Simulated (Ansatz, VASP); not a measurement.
**Two plane-wave programs on BaTiO3**

File INCAR:

```
PREC = Accurate
ENCUT = 520
EDIFF = 1E-6
ISMEAR = 0
SIGMA = 0.05
LREAL = False
LASPH = True
NELM = 150
ALGO = Normal
ISIF = 2
LWAVE = False
LCHARG = False
LMAXMIX = 4
LDAU = True
LDAUTYPE = 2
LDAUL = -1 2 -1
LDAUU = 0 4 0
LDAUJ = 0 0 0
LDAUPRINT = 1
GGA = PE
NBANDS = 28
```

File KPOINTS:

```
Automatic mesh
0
Gamma
  6 6 6
```

POSCAR

```
BaTiO3
1.0
    4.0082194746      0.0000000000      0.0000000000
    0.0000000000      2.8158158427      2.8859183788
    0.0000000000     -2.8158158427      2.8859183788
Ba Ti O
1 1 3
Direct
    0.0000000000      0.0080771845      0.0080771845
    0.5000000000      0.5197092871      0.5197092871
    0.0000000000      0.4916268390      0.4916268390
    0.5000000000      0.4938075372      0.9829991522
    0.5000000000      0.9829991522      0.4938075372
```

Input for Ansatz:

```yaml
crystal:
  lattice:
    - [4.0082194746, 0.0, 0.0]
    - [0.0, 2.8158158427, 2.8859183788]
    - [0.0, -2.8158158427, 2.8859183788]
  atoms:
    - { symbol: Ba, position: [0.0, 0.0080771845, 0.0080771845] }
    - { symbol: Ti, position: [0.5, 0.5197092871, 0.5197092871] }
    - { symbol: O, position: [0.0, 0.491626839, 0.491626839] }
    - { symbol: O, position: [0.5, 0.4938075372, 0.9829991522] }
    - { symbol: O, position: [0.5, 0.9829991522, 0.4938075372] }
basis:
  ecutwfc: 420
kpoints:
  mp_grid: { grid: [6, 6, 6] }
hamiltonian:
  xc: pbe
  hubbard: { sites: [{ species: Ti, l: d, u_eff: 4.0 }] }
scf:
  occupations: { method: gaussian, width: 0.05 }
output:
  forces: true
  stress: true
  eigenvalues: true
```

Change from the starting cell: strain -0.0200 x Voigt [0, 1, 0, 0, 0, 0], atoms carried along.

Alike in both runs: task single point; functional PBE; k mesh 6 × 6 × 6; occupations gaussian, width 0.05 eV; no spin polarisation; Hubbard terms Ti d U = 4.0 eV.

|  | VASP | Ansatz |
| --- | --- | --- |
| version | VASP 6.6.1 | Ansatz 0.2.0 |
| potentials or method | VASP PAW PBE potentials, release 64 (Ba_sv, Ti_sv, O), cutoff 520 eV | scalar-relativistic, plane waves, PAW |
| valence electrons in the cell | 40 | 40 |

VASP gave:

| Quantity | Value |
| --- | --- |
| gap on the k mesh at the Fermi level (eV) | 2.52 |
| least direct gap on the mesh (eV) | 2.87 |
| pressure (GPa) | 7.2 |
| traceless stress, the component that is largest in VASP (GPa) | 3.50 |
| rms of the force components (eV/Å) | 0.339 |

Task: What did Ansatz give for the same quantities?

Result: gap on the k mesh at the Fermi level (eV): 2.55; least direct gap on the mesh (eV): 2.89; pressure (GPa): 3.4; traceless stress, the component that is largest in VASP (GPa): 3.04; rms of the force components (eV/Å): 0.103.

The programs project onto different local orbitals, so the same U acts differently, and such runs can settle in different states. Atom by atom the forces differ by 0.239 eV/Å (rms over components).

Neither program's run includes spin-orbit coupling.
